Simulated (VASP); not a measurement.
Here is a VASP 6.6.1 calculation.

INCAR

```
SYSTEM = TiO2
ALGO     = Normal         ! electronic algorithm
EDIFF    = 1E-7           ! SCF threshold, eV
EDIFFG   = -0.005         ! ionic threshold
ENCUT    = 600            ! plane-wave cutoff, eV
GGA      = PE             ! functional
IBRION   = 2              ! ionic algorithm
ISIF     = 3              ! what is computed and relaxed
ISMEAR   = 0              ! smearing method
LASPH    = .True.         ! aspherical terms in the spheres
LCHARG   = .False.        ! write CHGCAR
LREAL    = .False.        ! projectors in reciprocal space
LWAVE    = .False.        ! write WAVECAR
NELM     = 100            ! most SCF steps
NSW      = 100            ! ionic steps
PREC     = Accurate       ! precision mode
SIGMA    = 0.02           ! smearing width, eV
```

File KPOINTS:

```
k-points
0
Gamma
  6 6 10
  0 0 0
```

POSCAR

```
TiO2
1.0
    4.5922000000      0.0000000000      0.0000000000
    0.0000000000      4.5922000000      0.0000000000
    0.0000000000      0.0000000000      2.9574000000
Ti O
2 4
Direct
    0.0000000000      0.0000000000      0.0000000000
    0.5000000000      0.5000000000      0.5000000000
    0.3049600000      0.3049600000      0.0000000000
    0.1950400000      0.8049600000      0.5000000000
    0.6950400000      0.6950400000      0.0000000000
    0.8049600000      0.1950400000      0.5000000000
```

Potentials or basis: VASP PAW PBE potentials, release 64 (Ti_sv, O).

Command:

```sh
$ cat potpaw_PBE.64/Ti_sv/POTCAR potpaw_PBE.64/O/POTCAR > POTCAR
$ mpirun -np 1 vasp_std > vasp.out
```

Problem. What does it give for the relaxed cell?

Solution. a = 4.645 Å, b = 4.645 Å, c = 2.967 Å, α = 90.00°, β = 90.00°, γ = 90.00°.

Problem. Predict the band gap on the k mesh.

Solution. 1.82 eV.

Problem. Predict the space group after relaxing (to 0.1 Å).

Solution. P4_2/mnm (No. 136).

Forces on the atoms (eV/Å):
```
Ti   0.000  0.000  0.000
Ti   0.000  0.000  0.000
O    0.002  0.002  0.000
O   -0.002  0.002  0.000
O   -0.002 -0.002  0.000
O    0.002 -0.002  0.000
```

A k mesh can miss the band edges. A hybrid or GW would open this gap; PBE tends to underestimate it.
